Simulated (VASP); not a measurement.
# Sn (Im-3m) in VASP: further runs

The runs below take Sn through single point, with PBEsol.

Program: VASP 6.6.1. These are calculated values, not measurements. Logs are shortened: lines on timing, memory, paths and dates and some standing lists are left out, and cuts for length are marked.

**1. The cell of the first run**

The structure is cubic, space group Im-3m (No. 229). The conventional cell has a = 3.789 Å, b = 3.789 Å, c = 3.789 Å, α = 90.00°, β = 90.00°, γ = 90.00°. Within 4.3 Å of Sn (site symmetry m-3m) lie 14 Sn at 3.28 to 3.79 Å.

**2. Single point, PBEsol**

File INCAR:

```
SYSTEM = Sn
PREC     = Accurate       ! precision mode
ENCUT    = 500            ! plane-wave cutoff, eV
EDIFF    = 1E-6           ! SCF threshold, eV
ISMEAR   = 1              ! smearing method
SIGMA    = 0.25           ! smearing width, eV
LREAL    = .FALSE.        ! projectors in reciprocal space
LASPH    = .TRUE.         ! aspherical terms in the spheres
NELM     = 120            ! most SCF steps
ALGO     = Normal         ! electronic algorithm
ISIF     = 2              ! what is computed and relaxed
LWAVE    = .FALSE.        ! write WAVECAR
LCHARG   = .FALSE.        ! write CHGCAR
GGA      = PS             ! functional
NBANDS   = 13             ! bands
GGA_COMPAT= .FALSE.
```

File KPOINTS:

```
regular mesh
0
G
  10 10 10
  0 0 0
```

File POSCAR:

```
Sn
1.0
    3.2816330257     -0.0000000182     -0.0000000315
   -1.0938776581      3.0939532938     -0.0000000315
   -1.0938776581     -1.5469766015      2.6794421768
Sn
1
Direct
    0.0000000000      0.0000000000      0.0000000000
```

Potentials or basis: VASP PAW PBE potentials, release 64 (Sn_d).

Run with:

```sh
cat potpaw_PBE.64/Sn_d/POTCAR > POTCAR
mpirun -np 1 vasp_std > vasp.out
```

OUTCAR:

```text
SYSTEM = Sn
   PREC = Accurate
   ENCUT = 500
   EDIFF = 1E-6
   ISMEAR = 1
   LREAL = .FALSE.
   LASPH = .TRUE.
   NELM = 120
   ISIF = 2
   GGA = PS

 ion  position               nearest neighbor table
   1  0.000  0.000  0.000-

  LATTYP: Found a body centered cubic cell.
 ALAT       =     3.7893034215

  Lattice vectors:

 A1 = (   3.2816330257,  -0.0000000182,  -0.0000000315)
 A2 = (  -1.0938776581,   3.0939532938,  -0.0000000315)
 A3 = (  -1.0938776581,  -1.5469766015,   2.6794421768)

Analysis of symmetry for initial positions (statically):
=====================================================================
 Subroutine PRICEL returns:
 Original cell was already a primitive cell.

 Routine SETGRP: Setting up the symmetry group for a
 body centered cubic supercell.

 Subroutine GETGRP returns: Found 48 space group operations
 (whereof 48 operations were pure point group operations)
 out of a pool of 48 trial point group operations.

The static configuration has the point symmetry O_h .

Analysis of symmetry for dynamics (positions and initial velocities):
=====================================================================
 Subroutine PRICEL returns:
 Original cell was already a primitive cell.

 Routine SETGRP: Setting up the symmetry group for a
 body centered cubic supercell.

 Subroutine GETGRP returns: Found 48 space group operations
 (whereof 48 operations were pure point group operations)
 out of a pool of 48 trial point group operations.

The dynamic configuration has the point symmetry O_h .

 Subroutine INISYM returns: Found 48 space group operations
 (whereof 48 operations are pure point group operations),
 and found     1 'primitive' translations

----------------------------------------------------------------------------------------

                                     Primitive cell

  volume of cell :      27.2050

  direct lattice vectors                    reciprocal lattice vectors
     3.281633026 -0.000000018 -0.000000031     0.304726336  0.107737029  0.186606003
    -1.093877658  3.093953294 -0.000000031     0.000000004  0.323211088  0.186606003
    -1.093877658 -1.546976601  2.679442177     0.000000004  0.000000005  0.373212014

  length of vectors
     3.281633026  3.281633026  3.281633026     0.373212014  0.373212014  0.373212014

  position of ions in fractional coordinates (direct lattice)
     0.000000000  0.000000000  0.000000000

  ion indices of the primitive-cell ions
   primitive index   ion index
                 1           1

----------------------------------------------------------------------------------------

 KPOINTS: regular mesh

Automatic generation of k-mesh.
 Grid dimensions read from file:
 generate k-points for:   10   10   10

 Generating k-lattice:

  Cartesian coordinates                     Fractional coordinates (reciprocal lattice)
     0.030472634  0.010773703  0.018660600     0.100000000  0.000000000  0.000000000
     0.000000000  0.032321109  0.018660600     0.000000000  0.100000000 -0.000000000
     0.000000000  0.000000001  0.037321201     0.000000000 -0.000000000  0.100000000

  Length of vectors
     0.037321201  0.037321201  0.037321201

  Shift w.r.t. Gamma in fractional coordinates (k-lattice)
     0.000000000  0.000000000  0.000000000

 Subroutine IBZKPT returns following result:
 ===========================================

 Found     47 irreducible k-points:

 Following reciprocal coordinates:
            Coordinates               Weight
  0.000000  0.000000  0.000000      1.000000
  0.100000  0.000000  0.000000     12.000000
  0.200000  0.000000  0.000000     12.000000
  0.300000  0.000000  0.000000     12.000000
  0.400000  0.000000 -0.000000     12.000000
  0.500000  0.000000  0.000000      6.000000
[... 16 lines left out ...]
  0.300000  0.300000  0.100000      8.000000
 -0.300000  0.300000  0.100000     24.000000
 [... further k-points ...]
   k-points           NKPTS =     47   k-points in BZ     NKDIM =     47   number of bands    NBANDS=     13
   number of dos      NEDOS =    301   number of ions     NIONS =      1
   total plane-waves  NPLWV =  13824
   dimension x,y,z NGX =    24 NGY =   24 NGZ =   24
   dimension x,y,z NGXF=    48 NGYF=   48 NGZF=   48
   ions per type =               1
   NGX,Y,Z   is equivalent  to a cutoff of  12.16, 12.16, 12.16 a.u.
   NGXF,Y,Z  is equivalent  to a cutoff of  24.32, 24.32, 24.32 a.u.
 SYSTEM =  Sn
   PREC   = accura    normal or accurate (medium, high low for compatibility)
   ISTART =      0    job   : 0-new  1-cont  2-samecut
   ICHARG =      2    charge: 1-file 2-atom 10-const
   ISPIN  =      1    spin polarized calculation?
   LNONCOLLINEAR =      F non collinear calculations
   LSORBIT =      F    spin-orbit coupling
   LASPH  =      T    aspherical Exc in radial PAW
   ENCUT  =  500.0 eV  36.75 Ry    6.06 a.u.   5.98  5.98  5.98*2*pi/ulx,y,z
   NELM   =    120;   NELMIN=  2; NELMDL= -5     # of ELM steps
   EDIFF  = 0.1E-05   stopping-criterion for ELM
   LREAL  =      F    real-space projection
   EDIFFG = 0.1E-04   stopping-criterion for IOM
   NSW    =      0    number of steps for IOM
   IBRION =     -1    ionic relax: 0-MD 1-quasi-New 2-CG
   NFREE  =      0    steps in history (QN), initial steepest desc. (CG)
   ISIF   =      2    stress and relaxation
   ISYM   =      2    0-nonsym 1-usesym 2-fastsym
   POTIM  = 0.5000    time-step for ionic-motion
   TEBEG  =    0.0;   TEEND  =   0.0 temperature during run
   PSTRESS=    0.0 pullay stress
   NELECT =      14.0000    total number of electrons
   NUPDOWN=      -1.0000    fix difference up-down
   EMIN   =  10.00;   EMAX   =-10.00  energy-range for DOS
   EFERMI =   0.00;   METHOD = LEGACY
   ISMEAR =     1;   SIGMA  =   0.25  broadening in eV -4-tet -1-fermi 0-gaus
   EFERMI_NEDOS =   21; number of points for ismear=-14 and -15
   IALGO  =     38    algorithm
   IMIX   =      4    mixing-type and parameters
     AMIX     =   0.40;   BMIX     =  1.00
     AMIX_MAG =   1.60;   BMIX_MAG =  1.00
  volume/ion in A,a.u.               =      27.20       183.59
  Fermi-wavevector in a.u.,A,eV,Ry     =   1.311902  2.479136 23.416815  1.721087
  Thomas-Fermi vector in A             =   2.442332
   LORBIT       =      0    0 simple, 1 ext, 2 COOP (PROOUT), +10 PAW based schemes
   GGA     = PS    functional components
   LHFCALC =     F    Hartree Fock is set to
   AEXX    =    0.0000 exact exchange contribution
   IVDW    =     0    specifies the selected vdW correction
   LEPSILON=     F    determine dielectric tensor
   LRPA    =     F    only Hartree local field effects (RPA)
 non-spin polarized calculation
 Methfessel and Paxton  Order N= 1 SIGMA  =   0.25
  energy-cutoff  :      500.00
  volume of cell :       27.20
 maximum number of plane-waves:       706
   NGX = 11   NGY = 11   NGZ = 11

 number of electron      13.9999996 magnetization

 Free energy of the ion-electron system (eV)
  ---------------------------------------------------
  ext. energy  EPLUGINS =         0.00000000
  ---------------------------------------------------
  free energy    TOTEN  =        -4.20939639 eV

  energy without entropy =       -4.20477337  energy(sigma->0) =       -4.20785539

 E-fermi :   7.8774     XC(G=0): -10.5024

 val. band max:        7.7967337371   @ k =   0.2000   0.2000  -0.0000
 cond. band min:       7.8864366134   @ k =   0.3000   0.0000   0.0000
 fundamental gap:      0.0897028762
 Fermi energy:         7.8773993227

 k-point     1 :       0.0000    0.0000    0.0000
  band No.  band energies     occupation
      1     -13.5358      2.00000
      2     -13.5358      2.00000
      3     -13.5358      2.00000
      4     -13.3964      2.00000
      5     -13.3964      2.00000
      6      -3.1763      2.00000
      7      15.8563      0.00000
      8      15.8563      0.00000
      9      15.8563      0.00000
     10      20.0365      0.00000
     11      20.0365      0.00000
     12      20.0365      0.00000
     13      20.6618      0.00000

 k-point     2 :       0.1000    0.0000    0.0000
  band No.  band energies     occupation
      1     -13.5402      2.00000
      2     -13.5294      2.00000
      3     -13.5149      2.00000
      4     -13.4012      2.00000
      5     -13.3969      2.00000
      6      -2.9584      2.00000
      7      14.1288      0.00000
      8      15.0729      0.00000
      9      15.5707      0.00000
     10      18.4514      0.00000
     11      18.7937      0.00000
     12      19.6987      0.00000
     13      21.3861      0.00000

 k-point     3 :       0.2000    0.0000    0.0000
  band No.  band energies     occupation
      1     -13.5517      2.00000
      2     -13.5160      2.00000
      3     -13.4598      2.00000
      4     -13.4114      2.00000
      5     -13.3985      2.00000
      6      -2.3037      2.00000
      7      10.9912     -0.00000
      8      13.7088      0.00000
      9      14.8464      0.00000
     10      17.2671      0.00000
     11      17.6407      0.00000
     12      19.8731      0.00000
     13      21.8872      0.00000
[... 305 lines left out ...]
 k-point    23 :       0.3000    0.3000    0.1000
  band No.  band energies     occupation
      1     -13.5367      2.00000
      2     -13.4380      2.00000
      3     -13.4380      2.00000
      4     -13.3970      2.00000
      5     -13.3970      2.00000
      6       2.5368      2.00000
      7       5.6382      2.00000
      8       5.6382      2.00000
      9       9.5468     -0.00000
     10      21.8714      0.00000
     11      22.7705      0.00000
     12      22.7705      0.00000
     13      26.4886      0.00000

 k-point    24 :      -0.3000    0.3000    0.1000
  band No.  band energies     occupation
      1     -13.5437      2.00000
      2     -13.4986      2.00000
      3     -13.4289      2.00000
      4     -13.4050      2.00000
      5     -13.3934      2.00000
      6      -1.0011      2.00000
      7       8.0662      0.04459
      8      11.7592     -0.00000
      9      13.0584      0.00000
     10      16.9075      0.00000
     11      17.9319      0.00000
     12      18.8981      0.00000
     13      24.6851      0.00000

 [... further k-points ...]
[... 5 lines left out ...]
  --------------------------------------------------------------------------------------
  -------------------------------------------------------------------------------------
  Total       -0.3813390     -0.3813390     -0.3813390      0.0000000      0.0000000      0.0000000
  in kB      -22.4581361    -22.4581361    -22.4581361      0.0000000      0.0000000      0.0000000
  external PRESSURE =     -22.4581361 kB  Pullay stress =       0.0000000 kB

 VOLUME and BASIS-vectors are now :
 -----------------------------------------------------------------------------
  energy-cutoff  :      500.00
  volume of cell :       27.20
      direct lattice vectors                 reciprocal lattice vectors
     3.281633026 -0.000000018 -0.000000031     0.304726336  0.107737029  0.186606003
    -1.093877658  3.093953294 -0.000000031     0.000000004  0.323211088  0.186606003
    -1.093877658 -1.546976601  2.679442177     0.000000004  0.000000005  0.373212014

 POSITION                                       TOTAL-FORCE (eV/Angst)
 -----------------------------------------------------------------------------------
      0.00000      0.00000      0.00000        -0.000000     -0.000000      0.000000
 -----------------------------------------------------------------------------------
    total drift:                                0.000000     -0.000000      0.000000

  FREE ENERGIE OF THE ION-ELECTRON SYSTEM (eV)
  ---------------------------------------------------
  free  energy   TOTEN  =        -4.2093963947 eV

  energy  without entropy=       -4.2047733689  energy(sigma->0) =       -4.20785539
```

It took 6.6 s on 1 thread of Intel Xeon 6975P-C, shared host; peak memory 0.14 GiB.

What came out:

| Item | Value |
| --- | --- |
| Free energy | -4.2094 eV |
| Pressure | -2.2 GPa |
| Band gap on the k mesh | zero (band 7 reaches 15.86 eV, above the bottom of band 8 at 5.64 eV) |

Levels at points of the mesh, in eV from the Fermi level:
```tsv
k point	band 4	band 5	band 6	band 7	band 8	band 9	band 10	band 11
(0.00, 0.00, 0.00)	-21.27	-21.27	-11.05	7.98	7.98	7.98	12.16	12.16
(0.50, 0.00, 0.00)	-21.28	-21.19	-6.39	-4.38	3.63	5.46	7.99	8.30
(0.50, 0.50, 0.50)	-21.21	-21.21	-2.47	-0.44	-0.44	-0.44	3.88	3.88
```

Caveat: the PAW data sets were made with another functional, which shifts forces and pressure a little; spin-orbit coupling is left out, which moves the levels of the heavy elements.

(Continued in part 2 of 2.)
